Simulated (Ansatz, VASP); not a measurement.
B in VASP and in Ansatz

File INCAR:

```
PREC = Accurate
ENCUT = 1230
EDIFF = 1E-7
ISMEAR = 0
SIGMA = 0.1
LREAL = False
LASPH = True
NELM = 120
ALGO = Normal
ISIF = 3
LWAVE = False
LCHARG = False
GGA = PE
IBRION = 2
NSW = 90
EDIFFG = -0.04
GGA_COMPAT = False
NELMIN = 4
```

The input KPOINTS:

```
regular mesh
0
Gamma
  10 8 8
```

POSCAR

```
B
1.0
    1.7656872500      0.0000000000      0.0000000000
    0.0000000000      2.0904689100      0.0000000000
   -0.7062761400      0.0000000000      1.9213275100
B
1
Direct
    0.0000000000      0.5000000000      0.5000000000
```

Input for Ansatz:

```yaml
crystal:
  lattice:
    - [1.76568725, 0.0, 0.0]
    - [0.0, 2.09046891, 0.0]
    - [-0.70627614, 0.0, 1.92132751]
  atoms:
    - { symbol: B, position: [0.0, 0.5, 0.5] }
basis:
  ecutwfc: 420
kpoints:
  mp_grid: { grid: [10, 8, 8] }
hamiltonian:
  xc: pbe
scf:
  occupations: { method: gaussian, width: 0.1 }
  lower_state_search: "off"
output:
  forces: true
  stress: true
  eigenvalues: true
relax:
  adjacent_minimum: "off"
  f_tol: 0.04
  max_steps: 70
  cell: { stress_tol: 0.4 }
```

Alike in both runs: task relaxation of cell and atoms; functional PBE; k mesh 10 × 8 × 8; occupations gaussian, width 0.1 eV; no spin polarisation.

|  | VASP | Ansatz |
| --- | --- | --- |
| version | VASP 6.6.1 | Ansatz 0.2.0 |
| potentials or method | VASP PAW PBE potentials, release 64 (B_h), cutoff 1230 eV | scalar-relativistic, plane waves, PAW |
| valence electrons in the cell | 3 | 3 |

Ansatz gave:

- gap on the k mesh at the Fermi level, each at its own relaxed structure (eV): none
- relaxed volume (Å³/atom): 11.76
- relaxed length of the cell vector where the two differ most in proportion (Å): 4.433

Q: Estimate VASP's values.

A: gap on the k mesh at the Fermi level, each at its own relaxed structure (eV): none; relaxed volume (Å³/atom): 9.09; relaxed length of the cell vector where the two differ most in proportion (Å): 3.357.

A gap of «none» marks a metal or a gap that the smearing closes. One of these differences is far larger than is usual between the two programs; its cause wasn't traced.

The k mesh is coarse, so the values compare programs but aren't converged. Noted on VASP's run: the volume moved by over 15 % at a fixed basis, so the end points are rough.
